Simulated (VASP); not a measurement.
# MgO (Fm-3m) in VASP: notebook, part 2 of 2

VASP 6.6.1.

## (3) Single point, PBE

File INCAR:

```
SYSTEM = MgO
  ALGO = Normal
  EDIFF = 1E-6
  ENCUT = 600
  GGA = PE
  GGA_COMPAT = .FALSE.
  ISIF = 2
  ISMEAR = 0
  LASPH = .TRUE.
  LCHARG = .TRUE.
  LELF = .TRUE.
  LREAL = .FALSE.
  LVHAR = .TRUE.
  LWAVE = .FALSE.
  NBANDS = 11
  NELM = 120
  PREC = Accurate
  SIGMA = 0.15
```

File KPOINTS:

```
k-points
0
G
  8 8 8
  0 0 0
```

File POSCAR:

```
MgO
1.0
    0.0000000000      2.1496500000      2.1496500000
    2.1496500000      0.0000000000      2.1496500000
    2.1496500000      2.1496500000      0.0000000000
Mg O
1 1
Direct
    0.0000000000      0.0000000000      0.0000000000
    0.5000000000      0.5000000000      0.5000000000
```

Potentials or basis: VASP PAW PBE potentials, release 64 (Mg, O).

Command:

```bash
> cat potpaw_PBE.64/Mg/POTCAR potpaw_PBE.64/O/POTCAR > POTCAR
> mpirun -np 1 vasp_std > vasp.out
```

OUTCAR:

```text
SYSTEM = MgO
   EDIFF = 1E-6
   ENCUT = 600
   GGA = PE
   ISIF = 2
   ISMEAR = 0
   LASPH = .TRUE.
   LREAL = .FALSE.
   NELM = 120
   PREC = Accurate

 ion  position               nearest neighbor table
   1  0.000  0.000  0.000-   2 2.15   2 2.15   2 2.15   2 2.15   2 2.15   2 2.15
   2  0.500  0.500  0.500-   1 2.15   1 2.15   1 2.15   1 2.15   1 2.15   1 2.15

  LATTYP: Found a face centered cubic cell.
 ALAT       =     4.2993000000

  Lattice vectors:

 A1 = (   0.0000000000,   2.1496500000,   2.1496500000)
 A2 = (   2.1496500000,   0.0000000000,   2.1496500000)
 A3 = (   2.1496500000,   2.1496500000,   0.0000000000)

Analysis of symmetry for initial positions (statically):
=====================================================================
 Subroutine PRICEL returns:
 Original cell was already a primitive cell.

 Routine SETGRP: Setting up the symmetry group for a
 face centered cubic supercell.

 Subroutine GETGRP returns: Found 48 space group operations
 (whereof 48 operations were pure point group operations)
 out of a pool of 48 trial point group operations.

The static configuration has the point symmetry O_h .

Analysis of symmetry for dynamics (positions and initial velocities):
=====================================================================
 Subroutine PRICEL returns:
 Original cell was already a primitive cell.

 Routine SETGRP: Setting up the symmetry group for a
 face centered cubic supercell.

 Subroutine GETGRP returns: Found 48 space group operations
 (whereof 48 operations were pure point group operations)
 out of a pool of 48 trial point group operations.

The dynamic configuration has the point symmetry O_h .

 Subroutine INISYM returns: Found 48 space group operations
 (whereof 48 operations are pure point group operations),
 and found     1 'primitive' translations

[... 120 lines left out ...]
   LHFCALC =     F    Hartree Fock is set to
   AEXX    =    0.0000 exact exchange contribution
   IVDW    =     0    specifies the selected vdW correction
   LEPSILON=     F    determine dielectric tensor
   LRPA    =     F    only Hartree local field effects (RPA)
 non-spin polarized calculation
 Gauss-broadening in eV      SIGMA  =   0.15
  energy-cutoff  :      600.00
  volume of cell :       19.87
 maximum number of plane-waves:       684
   NGX = 13   NGY = 13   NGZ = 13

 number of electron       7.9999999 magnetization

 Free energy of the ion-electron system (eV)
  ---------------------------------------------------
  ext. energy  EPLUGINS =         0.00000000
  ---------------------------------------------------
  free energy    TOTEN  =       -11.90362314 eV

  energy without entropy =      -11.90362314  energy(sigma->0) =      -11.90362314

 E-fermi :   3.4834     XC(G=0): -10.7911

 val. band max:        2.7389966943   @ k =   0.0000   0.0000   0.0000
 cond. band min:       6.8902274619   @ k =   0.0000   0.0000   0.0000
 fundamental gap:      4.1512307676
 Fermi energy:         3.4834478871

 k-point     1 :       0.0000    0.0000    0.0000
  band No.  band energies     occupation
      1     -14.2206      2.00000
      2       2.7390      2.00000
      3       2.7390      2.00000
      4       2.7390      2.00000
      5       6.8902      0.00000
      6      18.1904      0.00000
      7      18.1904      0.00000
      8      18.1904      0.00000
      9      21.9465      0.00000
     10      23.6530      0.00000
     11      23.6530      0.00000
[... 309 lines left out ...]
 k-point    24 :      -0.3750    0.2500    0.1250
  band No.  band energies     occupation
      1     -12.9497      2.00000
      2      -1.0278      2.00000
      3       0.9374      2.00000
      4       1.8315      2.00000
      5      11.9803      0.00000
      6      14.3343      0.00000
      7      15.6016      0.00000
      8      18.8957      0.00000
      9      22.5493      0.00000
     10      24.0004      0.00000
     11      27.9271      0.00000

 [... further k-points ...]

------------------------ aborting loop because EDIFF is reached ----------------------------------------

  FORCE on cell =-STRESS in cart. coord.  units (eV):
  Direction    XX          YY          ZZ          XY          YZ          ZX
  --------------------------------------------------------------------------------------
  -------------------------------------------------------------------------------------
  Total       -0.6782136     -0.6782136     -0.6782136     -0.0000000      0.0000000     -0.0000000
  in kB      -54.6945199    -54.6945199    -54.6945199     -0.0000000      0.0000000     -0.0000000
  external PRESSURE =     -54.6945199 kB  Pullay stress =       0.0000000 kB

 VOLUME and BASIS-vectors are now :
 -----------------------------------------------------------------------------
  energy-cutoff  :      600.00
  volume of cell :       19.87
      direct lattice vectors                 reciprocal lattice vectors
     0.000000000  2.149650000  2.149650000    -0.232596004  0.232596004  0.232596004
     2.149650000  0.000000000  2.149650000     0.232596004 -0.232596004  0.232596004
     2.149650000  2.149650000  0.000000000     0.232596004  0.232596004 -0.232596004

 POSITION                                       TOTAL-FORCE (eV/Angst)
 -----------------------------------------------------------------------------------
      0.00000      0.00000      0.00000         0.000000      0.000000     -0.000000
      2.14965      2.14965      2.14965        -0.000000     -0.000000      0.000000
 -----------------------------------------------------------------------------------
    total drift:                               -0.000000     -0.000000      0.000000

  FREE ENERGIE OF THE ION-ELECTRON SYSTEM (eV)
  ---------------------------------------------------
  free  energy   TOTEN  =       -11.9036231372 eV

  energy  without entropy=      -11.9036231372  energy(sigma->0) =      -11.90362314
```

OSZICAR:

```text
N       E                     dE             d eps       ncg     rms          rms(c)
DAV:   1     0.161847570951E+02    0.16185E+02   -0.49851E+03   718   0.727E+02
DAV:   2    -0.128274152999E+02   -0.29012E+02   -0.28269E+02   713   0.142E+02
DAV:   3    -0.134566127910E+02   -0.62920E+00   -0.62885E+00   790   0.187E+01
DAV:   4    -0.134581663176E+02   -0.15535E-02   -0.15535E-02   686   0.105E+00
DAV:   5    -0.134581721035E+02   -0.57859E-05   -0.57858E-05   746   0.613E-02    0.717E+00
DAV:   6    -0.119275815412E+02    0.15306E+01   -0.92771E+00   665   0.164E+01    0.234E+00
DAV:   7    -0.119102740677E+02    0.17307E-01   -0.70495E-02   695   0.230E+00    0.136E+00
DAV:   8    -0.119041401609E+02    0.61339E-02   -0.33339E-02   668   0.203E+00    0.266E-01
DAV:   9    -0.119036786987E+02    0.46146E-03   -0.64254E-04   728   0.180E-01    0.151E-01
DAV:  10    -0.119036223921E+02    0.56307E-04   -0.58606E-04   704   0.183E-01    0.796E-03
DAV:  11    -0.119036231372E+02   -0.74511E-06   -0.36988E-06   722   0.152E-02
   1 F= -.11903623E+02 E0= -.11903623E+02  d E =-.100357E-13
```

Run time: 14 s. Hardware: 1 thread of Intel Xeon 8259CL, shared host; peak memory 0.14 GiB.

Results:

| Property | Result |
| --- | --- |
| Free energy | -11.9036 eV |
| Pressure | -5.5 GPa |
| Band gap on the k mesh | 4.15 eV, direct |

Levels at points of the mesh, in eV from the valence-band top:
```csv
k point,band 2,band 3,band 4,band 5,band 6,band 7
"(0.00, 0.00, 0.00)",0.00,0.00,0.00,4.15,15.45,15.45
"(0.50, 0.00, 0.00)",-4.35,-0.59,-0.59,7.51,11.91,15.69
"(0.50, 0.50, 0.00)",-3.84,-1.26,-1.26,9.04,9.32,12.46
```
